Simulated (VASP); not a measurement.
Wanted: the native input for a VASP 6.6.1 run.

```yaml
Task: single point
Functional: PBEsol
Potentials_or_basis: VASP PAW PBE potentials, release 64 (Se, Ca_sv)
Cutoff: 520 eV
k_mesh: 8 × 8 × 8
Occupations: fermi-dirac, width 0.05 eV
Spin: no spin polarisation
Dipole_correction: no
Further_INCAR_settings: ALGO = Normal; EDIFF = 1e-06; NBANDS = 15
```

The structure of CaSe lies in POSCAR:

```
CaSe
1.0
    0.0000000000      3.0139755031      3.0139755031
    3.0139755031      0.0000000000      3.0139755031
    3.0139755031      3.0139755031      0.0000000000
Se Ca
1 1
Direct
    0.5000000000      0.5000000000      0.5000000000
    0.0000000000      0.0000000000      0.0000000000
```

This cell differs from its parent crystal: volume scaled by 1.06.

These files were run (other wordings do the same):

INCAR

```
ALGO = Normal ; EDIFF = 1E-6
ENCUT = 520 ; GGA = PS
ISIF = 2 ; ISMEAR = -1
LASPH = T ; LCHARG = T
LELF = T ; LREAL = F
LVHAR = T ; LWAVE = F
NBANDS = 15 ; NELM = 80
PREC = Accurate ; SIGMA = 0.05
```

KPOINTS

```
k-points
0
Gamma
  8 8 8
```

Potentials or basis: VASP PAW PBE potentials, release 64 (Se, Ca_sv).

Launch:

```bash
$ cat potpaw_PBE.64/Se/POTCAR potpaw_PBE.64/Ca_sv/POTCAR > POTCAR
$ mpirun -np 1 vasp_std > vasp.out
```

Results of the run:

The pressure is -3.4 GPa and the band gap on the k mesh is 2.06 eV, indirect (least direct gap 2.89 eV).

Caveat: the PAW data sets were made with another functional, which shifts forces and pressure a little.

It took 17 s on 1 thread of Intel(R) Xeon(R) Platinum 8488C (Sapphire Rapids), on a shared host, peak memory 0.18 GiB.
